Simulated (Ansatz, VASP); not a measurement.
**Two plane-wave programs on HW4S8**

```xyz
13
Lattice="3.1877 -5.5213 0.0000 6.3755 0.0000 0.0000 3.1877 -1.8404 7.4744" Properties=species:S:1:pos:R:3 pbc="T T T"
W     7.9838   -2.7524    0.0822
W     9.6091   -5.4948    0.1033
W     4.8027   -2.7396    0.1110
W     6.4043   -5.5136    0.1110
S     4.8318   -0.8912    1.6749
S     6.3985   -3.6676    1.6746
S     1.7046   -0.9783    1.7261
S     3.1928   -3.5560    1.7261
S     8.0166   -2.7334    6.0119
S     9.5678   -5.5187    5.9982
S     4.8060   -2.7454    6.0068
S     6.4009   -5.5079    6.0068
H     2.7373   -2.1005    2.5845
```

Alike in both runs: functional PBE; k mesh 3 × 3 × 3; occupations gaussian, width 0.01 eV; collinear spin.

Ansatz relaxed the structure, and its values are those at the end. VASP's run is a single point on that final structure, the one shown.

|  | VASP | Ansatz |
| --- | --- | --- |
| version | VASP 6.6.1 | Ansatz 0.2.0 |
| potentials or method | VASP PAW PBE potentials, release 64 (W_sv, S, H), cutoff 520 eV | scalar-relativistic, plane waves, PAW |
| valence electrons in the cell | 105 | 105 |

```tsv
	VASP	Ansatz	Ansatz less VASP
gap on the k mesh at the Fermi level (eV)	none	none	-
rms of the force components (eV/Å)	0.007	0.007	-0.0009
net moment per atom (μB)	0.03	0.03	0.000
size of the moment on the site where the two differ most (μB)	0.14	0.11	-0.033
```

Site moments also hang on the region over which each program counts them. A gap of «none» marks a metal or a gap that the smearing closes.

The k mesh is coarse, so the values compare programs but aren't converged. Spin-orbit coupling is off throughout.
